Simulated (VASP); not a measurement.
# SnO2 (P4_2/mnm) in VASP: further runs

The runs below take SnO2 through single point, with r2SCAN+rVV10, PBEsol.

All numbers are computed with VASP 6.6.1; they aren't measurements. Logs are shortened: lines on timing, memory, paths and dates and some standing lists are left out, and cuts for length are marked.

### 1 The cell of the first run

Symmetry: P4_2/mnm, No. 136, tetragonal system. The conventional cell has a = 4.706 Å, b = 4.706 Å, c = 3.165 Å, α = 90.00°, β = 90.00°, γ = 90.00°. Sn (site symmetry mmm) has 6 O at 2.04 Å within 2.7 Å. O (site symmetry m2m) has 3 Sn at 2.04 Å and 1 O at 2.57 Å within 2.7 Å.

### 2 Single point, r2SCAN+rVV10

File POSCAR:

```
SnO2
1.0
    4.7062003841      0.0000000000      0.0000000000
    0.0000000000      4.7062003841      0.0000000000
    0.0000000000      0.0000000000      3.1651134496
Sn O
2 4
Direct
    0.5000000000      0.5000000000      0.5000000000
    0.0000000000      0.0000000000      0.0000000000
    0.8071000000      0.1929000000      0.5000000000
    0.6929000000      0.6929000000      0.0000000000
    0.1929000000      0.8071000000      0.5000000000
    0.3071000000      0.3071000000      0.0000000000
```

File INCAR.step1:

```
SYSTEM = SnO2
PREC = Accurate
ENCUT = 520
ISMEAR = -1
SIGMA = 0.05
LREAL = .False.
LASPH = .True.
NELM = 60
NBANDS = 35
GGA = PE
ALGO = Normal
EDIFF = 1E-4
LWAVE = .True.
LCHARG = .False.
```

File INCAR.step2:

```
SYSTEM = SnO2
PREC = Accurate
ENCUT = 520
EDIFF = 1E-6
ISMEAR = -1
SIGMA = 0.05
LREAL = .False.
LASPH = .True.
NELM = 60
ALGO = Normal
ISIF = 2
LWAVE = .False.
LCHARG = .False.
METAGGA = R2SCAN
LMIXTAU = .True.
LUSE_VDW = .True.
IVDW_NL = 2
BPARAM = 11.95
CPARAM = 0.0093
NBANDS = 35
ISTART = 1
```

File KPOINTS:

```
Automatic mesh
0
Gamma
  6 6 8
  0 0 0
```

Potentials or basis: VASP PAW PBE potentials, release 64 (Sn_d, O).

Launch:

```
$ cat potpaw_PBE.64/Sn_d/POTCAR potpaw_PBE.64/O/POTCAR > POTCAR
$ cp INCAR.step1 INCAR
$ mpirun -np 1 vasp_std > vasp.out
$ cp INCAR.step2 INCAR
$ mpirun -np 1 vasp_std > vasp.out
```

OUTCAR:

```text
SYSTEM = SnO2
   PREC = Accurate
   ENCUT = 520
   EDIFF = 1E-6
   ISMEAR = -1
   LREAL = .False.
   LASPH = .True.
   NELM = 60
   ISIF = 2
   METAGGA = R2SCAN
   IVDW_NL = 2
   BPARAM = 11.95
   ISTART = 1

 ion  position               nearest neighbor table
   1  0.500  0.500  0.500-   4 2.04   6 2.04   4 2.04   6 2.04   5 2.04   3 2.04   2 3.68   2 3.68
                             2 3.68   2 3.68   2 3.68   2 3.68   2 3.68   2 3.68
   2  0.000  0.000  0.000-   3 2.04   5 2.04   3 2.04   5 2.04   4 2.04   6 2.04   1 3.68   1 3.68
                             1 3.68   1 3.68   1 3.68   1 3.68   1 3.68   1 3.68
   3  0.807  0.193  0.500-   2 2.04   2 2.04   1 2.04
   4  0.693  0.693  0.000-   1 2.04   1 2.04   2 2.04
   5  0.193  0.807  0.500-   2 2.04   2 2.04   1 2.04
   6  0.307  0.307  0.000-   1 2.04   1 2.04   2 2.04

  LATTYP: Found a simple tetragonal cell.
 ALAT       =     4.7062003841
 C/A-ratio  =     0.6725411566

  Lattice vectors:

 A1 = (   4.7062003841,   0.0000000000,   0.0000000000)
 A2 = (   0.0000000000,   4.7062003841,   0.0000000000)
 A3 = (   0.0000000000,   0.0000000000,   3.1651134496)

Analysis of symmetry for initial positions (statically):
=====================================================================
 Subroutine PRICEL returns:
 Original cell was already a primitive cell.

 Routine SETGRP: Setting up the symmetry group for a
 simple tetragonal supercell.

 Subroutine GETGRP returns: Found 16 space group operations
 (whereof  8 operations were pure point group operations)
 out of a pool of 16 trial point group operations.

The static configuration has the point symmetry D_2h.
 The point group associated with its full space group is D_4h.

Analysis of symmetry for dynamics (positions and initial velocities):
=====================================================================
 Subroutine PRICEL returns:
 Original cell was already a primitive cell.

 Routine SETGRP: Setting up the symmetry group for a
 simple tetragonal supercell.

 Subroutine GETGRP returns: Found 16 space group operations
 (whereof  8 operations were pure point group operations)
 out of a pool of 16 trial point group operations.

The dynamic configuration has the point symmetry D_2h.
 The point group associated with its full space group is D_4h.

 Subroutine INISYM returns: Found 16 space group operations
 (whereof  8 operations are pure point group operations),
 and found     1 'primitive' translations

----------------------------------------------------------------------------------------

                                     Primitive cell

  volume of cell :      70.1020

  direct lattice vectors                    reciprocal lattice vectors
     4.706200384  0.000000000  0.000000000     0.212485640  0.000000000  0.000000000
     0.000000000  4.706200384  0.000000000     0.000000000  0.212485640  0.000000000
     0.000000000  0.000000000  3.165113450     0.000000000  0.000000000  0.315944441

  length of vectors
     4.706200384  4.706200384  3.165113450     0.212485640  0.212485640  0.315944441

  position of ions in fractional coordinates (direct lattice)
     0.500000000  0.500000000  0.500000000
     0.000000000  0.000000000  0.000000000
     0.807100000  0.192900000  0.500000000
     0.692900000  0.692900000  0.000000000
     0.192900000  0.807100000  0.500000000
     0.307100000  0.307100000  0.000000000

  ion indices of the primitive-cell ions
   primitive index   ion index
                 1           1
                 2           2
                 3           3
                 4           4
                 5           5
                 6           6

----------------------------------------------------------------------------------------

 KPOINTS: Automatic mesh

Automatic generation of k-mesh.
 Grid dimensions read from file:
 generate k-points for:    6    6    8

 Generating k-lattice:

  Cartesian coordinates                     Fractional coordinates (reciprocal lattice)
[... 49 lines left out ...]

 number of electron      51.9999978 magnetization

 Free energy of the ion-electron system (eV)
  ---------------------------------------------------
  ext. energy  EPLUGINS =         0.00000000
  ---------------------------------------------------
  free energy    TOTEN  =       -83.21210564 eV

  energy without entropy =      -83.21210564  energy(sigma->0) =      -83.21210564

 E-fermi :   6.8873     XC(G=0): -12.2281

 val. band max:        5.9362399696   @ k =   0.0000   0.0000   0.0000
 cond. band min:       8.1476552366   @ k =   0.0000   0.0000   0.0000
 fundamental gap:      2.2114152671
 Fermi energy:         6.8872523427

 k-point     1 :       0.0000    0.0000    0.0000
  band No.  band energies     occupation
      1     -15.8439      2.00000
      2     -14.9106      2.00000
      3     -14.4634      2.00000
      4     -14.4634      2.00000
      5     -14.4303      2.00000
      6     -14.4045      2.00000
[... 27 lines left out ...]
     34      19.3931      0.00000
     35      19.4830      0.00000

 k-point     2 :       0.1667    0.0000    0.0000
  band No.  band energies     occupation
      1     -15.7936      2.00000
      2     -14.9549      2.00000
      3     -14.4643      2.00000
      4     -14.4616      2.00000
      5     -14.4615      2.00000
      6     -14.4342      2.00000
[... 27 lines left out ...]
     34      19.3199      0.00000
     35      19.4583      0.00000

 k-point     3 :       0.3333    0.0000    0.0000
  band No.  band energies     occupation
      1     -15.6461      2.00000
      2     -15.1471      2.00000
      3     -14.4977      2.00000
      4     -14.4578      2.00000
      5     -14.4576      2.00000
      6     -14.4472      2.00000
[... 27 lines left out ...]
     34      19.1776      0.00000
     35      19.3925      0.00000
[... 723 lines left out ...]
 k-point    23 :       0.3333    0.0000    0.2500
  band No.  band energies     occupation
      1     -15.5104      2.00000
      2     -15.3389      2.00000
      3     -14.9264      2.00000
      4     -14.5965      2.00000
      5     -14.3252      2.00000
      6     -14.3123      2.00000
[... 27 lines left out ...]
     34      19.1703      0.00000
     35      19.3175      0.00000

 k-point    24 :       0.5000    0.0000    0.2500
  band No.  band energies     occupation
      1     -15.4495      2.00000
      2     -15.4495      2.00000
      3     -14.7559      2.00000
      4     -14.7559      2.00000
      5     -14.3105      2.00000
      6     -14.3105      2.00000
[... 27 lines left out ...]
     34      19.3278      0.00000
     35      19.7759      0.00000

 [... further k-points ...]

------------------------ aborting loop because EDIFF is reached ----------------------------------------

  FORCE on cell =-STRESS in cart. coord.  units (eV):
  Direction    XX          YY          ZZ          XY          YZ          ZX
  --------------------------------------------------------------------------------------
  -------------------------------------------------------------------------------------
  Total        3.0454182      3.0454182      4.6457042      0.0000000      0.0000000      0.0000000
  in kB       69.6029114     69.6029114    106.1773841      0.0000000      0.0000000      0.0000000
  external PRESSURE =      81.7944023 kB  Pullay stress =       0.0000000 kB

 VOLUME and BASIS-vectors are now :
 -----------------------------------------------------------------------------
  energy-cutoff  :      520.00
  volume of cell :       70.10
      direct lattice vectors                 reciprocal lattice vectors
     4.706200384  0.000000000  0.000000000     0.212485640  0.000000000  0.000000000
     0.000000000  4.706200384  0.000000000     0.000000000  0.212485640  0.000000000
     0.000000000  0.000000000  3.165113450     0.000000000  0.000000000  0.315944441

 POSITION                                       TOTAL-FORCE (eV/Angst)
 -----------------------------------------------------------------------------------
      2.35310      2.35310      1.58256         0.000000     -0.000000      0.000000
      0.00000      0.00000      0.00000         0.000000     -0.000000      0.000000
      3.79837      0.90783      1.58256        -0.267075      0.267075      0.000000
      3.26093      3.26093      0.00000         0.267075      0.267075      0.000000
      0.90783      3.79837      1.58256         0.267075     -0.267075      0.000000
      1.44527      1.44527      0.00000        -0.267075     -0.267075      0.000000
 -----------------------------------------------------------------------------------
    total drift:                               -0.000000      0.000000      0.000000

  FREE ENERGIE OF THE ION-ELECTRON SYSTEM (eV)
  ---------------------------------------------------
  free  energy   TOTEN  =       -83.2121056361 eV

  energy  without entropy=      -83.2121056360  energy(sigma->0) =      -83.21210564
```

Run time: 2.5 min. Hardware: 1 thread of Intel Xeon 6975P-C (Granite Rapids), shared host; peak memory 0.36 GiB.

What came out:

- Free energy: -83.2121 eV
- Pressure: 8.2 GPa
- Largest force: 0.378 eV/Å
- Band gap on the k mesh: 2.21 eV

Forces in eV/Å, atoms in the order of the input:
```
Sn   0.000  0.000  0.000
Sn   0.000  0.000  0.000
O   -0.267  0.267  0.000
O    0.267  0.267  0.000
O    0.267 -0.267  0.000
O   -0.267 -0.267  0.000
```

Caveat: the cell stands under pressure; the PAW data sets were made with another functional, which shifts forces and pressure a little; spin-orbit coupling is left out, which moves the levels of the heavy elements. r2SCAN opens gaps a little over a GGA but as a rule still falls short of measured ones.

### 3 Single point, r2SCAN+rVV10

This run uses another cell than the first one, of 11.92 Å³/atom.

POSCAR: that of step 2 with these lines changed.

```diff
@@ -2,5 +2,5 @@
 1.0
-    4.7062003841      0.0000000000      0.0000000000
-    0.0000000000      4.7062003841      0.0000000000
-    0.0000000000      0.0000000000      3.1651134496
+    4.7380000000      0.0000000000      0.0000000000
+    0.0000000000      4.7380000000      0.0000000000
+    0.0000000000      0.0000000000      3.1865000000
 Sn O
```

File INCAR.step1:

```
SYSTEM = SnO2
PREC = Accurate ; ENCUT = 520
ISMEAR = -1 ; SIGMA = 0.05
LREAL = .False. ; LASPH = .True.
NELM = 60 ; NBANDS = 35
GGA = PE ; ALGO = Normal
EDIFF = 1E-4 ; LWAVE = .True.
LCHARG = .False.
```

File INCAR.step2:

```
SYSTEM = SnO2
PREC = Accurate ; ENCUT = 520
EDIFF = 1E-6 ; ISMEAR = -1
SIGMA = 0.05 ; LREAL = .False.
LASPH = .True. ; NELM = 60
ALGO = Normal ; ISIF = 2
LWAVE = .False. ; LCHARG = .False.
METAGGA = R2SCAN ; LMIXTAU = .True.
LUSE_VDW = .True. ; IVDW_NL = 2
BPARAM = 11.95 ; CPARAM = 0.0093
NBANDS = 35 ; ISTART = 1
```

File KPOINTS:

```
regular mesh
0
Gamma
  6 6 8
  0 0 0
```

Potentials or basis: VASP PAW PBE potentials, release 64 (Sn_d, O).

Launch:

```
$ cat potpaw_PBE.64/Sn_d/POTCAR potpaw_PBE.64/O/POTCAR > POTCAR
$ cp INCAR.step1 INCAR
$ mpirun -np 1 vasp_std > vasp.out
$ cp INCAR.step2 INCAR
$ mpirun -np 1 vasp_std > vasp.out
```

Wall time 2.5 min (1 thread of Intel Xeon 6975P-C (Granite Rapids), shared host); peak memory 0.36 GiB.

It converged, with:

| Quantity | Value |
| --- | --- |
| Free energy | -83.2652 eV |
| Pressure | 3.2 GPa |
| Largest force | 0.286 eV/Å |
| Band gap on the k mesh | 1.96 eV |

Forces on the atoms (eV/Å):
```
Sn   0.000  0.000  0.000
Sn   0.000  0.000  0.000
O   -0.202  0.202  0.000
O    0.202  0.202  0.000
O    0.202 -0.202  0.000
O   -0.202 -0.202  0.000
```

Stress tensor (GPa, compression positive):
```
2.51 0.00 0.00
0.00 2.51 0.00
0.00 0.00 4.62
```

Levels at points of the mesh, in eV from the valence-band top:
```
           k point  band 24  band 25  band 26  band 27  band 28  band 29
(0.00, 0.00, 0.00)    -0.79    -0.79     0.00     1.96     6.88     7.10
(0.50, 0.00, 0.00)    -1.16    -0.64    -0.64     5.15     5.15     7.82
(0.50, 0.50, 0.00)    -1.28    -0.93    -0.93     5.57     5.57     8.27
(0.00, 0.00, 0.50)    -1.71    -1.29    -1.29     7.08     7.08    10.58
(0.50, 0.00, 0.50)    -1.14    -0.66    -0.66     7.36     7.36     8.94
(0.50, 0.50, 0.50)    -0.99    -0.87    -0.87     5.74     5.74     9.61
```

Caveat: the cell stands under pressure; the PAW data sets were made with another functional, which shifts forces and pressure a little; spin-orbit coupling is left out, which moves the levels of the heavy elements. r2SCAN opens gaps a little over a GGA but as a rule still falls short of measured ones.

### 4 Single point, PBEsol

This run uses another cell than the first one, of 10.82 Å³/atom.

File INCAR:

```
  PREC = Accurate
  ENCUT = 520
  EDIFF = 1E-6
  ISMEAR = -1
  SIGMA = 0.05
  LREAL = F
  LASPH = T
  NELM = 100
  ALGO = Normal
  ISIF = 2
  LWAVE = F
  LCHARG = T
  GGA = PS
  LELF = T
  LVHAR = T
  NBANDS = 35
```

File KPOINTS:

```
regular mesh
0
Gamma
  6 6 8
```

File POSCAR:

```
SnO2
1.0
    4.5439862012      0.0000000000      0.0000000000
    0.0000000000      4.5439862012      0.0000000000
    0.0000000000      0.0000000000      3.1427556568
Sn O
2 4
Direct
    0.5000000000      0.5000000000      0.5000000000
    0.0000000000      0.0000000000      0.0000000000
    0.8053368295      0.1946631705      0.5000000000
    0.6946631705      0.6946631705      0.0000000000
    0.1946631705      0.8053368295      0.5000000000
    0.3053368295      0.3053368295      0.0000000000
```

Launch:

```
$ cat potpaw_PBE.64/Sn_d/POTCAR potpaw_PBE.64/O/POTCAR > POTCAR
$ mpirun -np 1 vasp_std > vasp.out
```

Wall time 2.5 min (1 thread of Intel Xeon 8259CL, shared host); peak memory 0.23 GiB.

It converged, with:

```yaml
Free_energy: -38.9403 eV
Pressure: 30.9 GPa
Largest_force: 0.016 eV/Å
Band_gap_on_the_k_mesh: 2.27 eV
```

Forces on the atoms (eV/Å):
```
Sn   0.000  0.000  0.000
Sn   0.000  0.000  0.000
O   -0.011  0.011  0.000
O    0.011  0.011  0.000
O    0.011 -0.011  0.000
O   -0.011 -0.011  0.000
```

Stress tensor (GPa, compression positive):
```
30.73  0.00  0.00
 0.00 30.73  0.00
 0.00  0.00 31.13
```

Levels at points of the mesh, in eV from the valence-band top:
| k point | band 24 | band 25 | band 26 | band 27 | band 28 | band 29 |
| --- | --- | --- | --- | --- | --- | --- |
| (0.00, 0.00, 0.00) | -0.85 | -0.85 | 0.00 | 2.27 | 6.48 | 6.48 |
| (0.50, 0.00, 0.00) | -1.21 | -0.66 | -0.66 | 5.44 | 5.44 | 7.32 |
| (0.50, 0.50, 0.00) | -1.34 | -0.95 | -0.95 | 5.85 | 5.85 | 8.02 |
| (0.00, 0.00, 0.50) | -1.98 | -1.40 | -1.40 | 7.30 | 7.30 | 10.36 |
| (0.50, 0.00, 0.50) | -1.27 | -0.51 | -0.51 | 7.66 | 7.66 | 8.89 |
| (0.50, 0.50, 0.50) | -1.03 | -0.91 | -0.91 | 5.81 | 5.81 | 9.22 |

Caveat: the cell stands under pressure; the PAW data sets were made with another functional, which shifts forces and pressure a little; spin-orbit coupling is left out, which moves the levels of the heavy elements.

### 5 Single point, PBEsol

This run uses another cell than the first one, of 11.18 Å³/atom.

File INCAR:

```
PREC = Accurate
ENCUT = 520
EDIFF = 1E-7
ISMEAR = -1
SIGMA = 0.05
LREAL = False
LASPH = True
NELM = 100
ALGO = Normal
ISIF = 2
LWAVE = False
LCHARG = False
GGA = PS
NBANDS = 35
```

File KPOINTS:

```
Automatic mesh
0
Gamma
  6 6 8
```

File POSCAR:

```
SnO2
1.0
    4.6050331950      0.0000000000      0.0000000000
    0.0000000000      4.6050331950      0.0000000000
    0.0000000000      0.0000000000      3.1622480868
Sn O
2 4
Direct
    0.5000000000      0.5000000000      0.5000000000
    0.0000000000      0.0000000000      0.0000000000
    0.8053810230      0.1946189770      0.5000000000
    0.6946189770      0.6946189770      0.0000000000
    0.1946189770      0.8053810230      0.5000000000
    0.3053810230      0.3053810230      0.0000000000
```

Launch:

```
$ cat potpaw_PBE.64/Sn_d/POTCAR potpaw_PBE.64/O/POTCAR > POTCAR
$ mpirun -np 1 vasp_std > vasp.out
```

Run time: 2.7 min. Hardware: 1 thread of Intel Xeon 8259CL, shared host; peak memory 0.23 GiB.

The run converged. Its results:

```
Free energy            : -39.2915 eV
Pressure               : 20.8 GPa
Largest force          : 0.014 eV/Å
Band gap on the k mesh : 1.87 eV
```

Forces in eV/Å, atoms in the order of the input:
```
Sn   0.000  0.000  0.000
Sn   0.000  0.000  0.000
O   -0.010  0.010  0.000
O    0.010  0.010  0.000
O    0.010 -0.010  0.000
O   -0.010 -0.010  0.000
```

Stress tensor (GPa, compression positive):
```
20.71  0.00  0.00
 0.00 20.71  0.00
 0.00  0.00 21.08
```

Levels at points of the mesh, in eV from the valence-band top:
```tsv
k point	band 23	band 24	band 25	band 26	band 27	band 28	band 29	band 30
(0.00, 0.00, 0.00)	-1.25	-0.83	-0.83	0.00	1.87	6.36	6.36	6.47
(0.50, 0.00, 0.00)	-1.22	-1.22	-0.66	-0.66	5.06	5.06	7.17	7.17
(0.50, 0.50, 0.00)	-1.35	-1.35	-0.93	-0.93	5.47	5.47	7.79	7.79
(0.00, 0.00, 0.50)	-1.88	-1.88	-1.36	-1.36	6.88	6.88	10.10	10.10
(0.50, 0.00, 0.50)	-1.22	-1.22	-0.59	-0.59	7.21	7.21	8.56	8.56
(0.50, 0.50, 0.50)	-1.01	-1.01	-0.89	-0.89	5.42	5.42	9.06	9.06
```

Caveat: the cell stands under pressure; the PAW data sets were made with another functional, which shifts forces and pressure a little; spin-orbit coupling is left out, which moves the levels of the heavy elements. PBEsol gaps usually lie below the measured ones, often by a third to a half.

### 6 Overview

| level | cell | gap on the mesh (eV) | pressure (GPa) | largest force (eV/Å) |
| --- | --- | --- | --- | --- |
| r2SCAN+rVV10 | a = 4.706, b = 4.706, c = 3.165 Å, 6 atoms | 2.21 | 8.2 | 0.38 |
| r2SCAN+rVV10 | a = 4.738, b = 4.738, c = 3.187 Å, 6 atoms | 1.96 | 3.2 | 0.29 |
| PBEsol | a = 4.544, b = 4.544, c = 3.143 Å, 6 atoms | 2.27 | 30.9 | 0.02 |
| PBEsol | a = 4.605, b = 4.605, c = 3.162 Å, 6 atoms | 1.87 | 20.8 | 0.01 |

Alike in all rows: task single point; potentials or basis VASP PAW PBE potentials, release 64 (Sn_d, O); no spin polarisation; k mesh 6 × 6 × 8; cutoff (eV) 520; smearing fermi-dirac 0.05 eV.

Caveats: the cell stands under pressure; the PAW data sets were made with another functional, which shifts forces and pressure a little; spin-orbit coupling is left out, which moves the levels of the heavy elements.

Absolute energies hang on the potentials; compare differences alone.
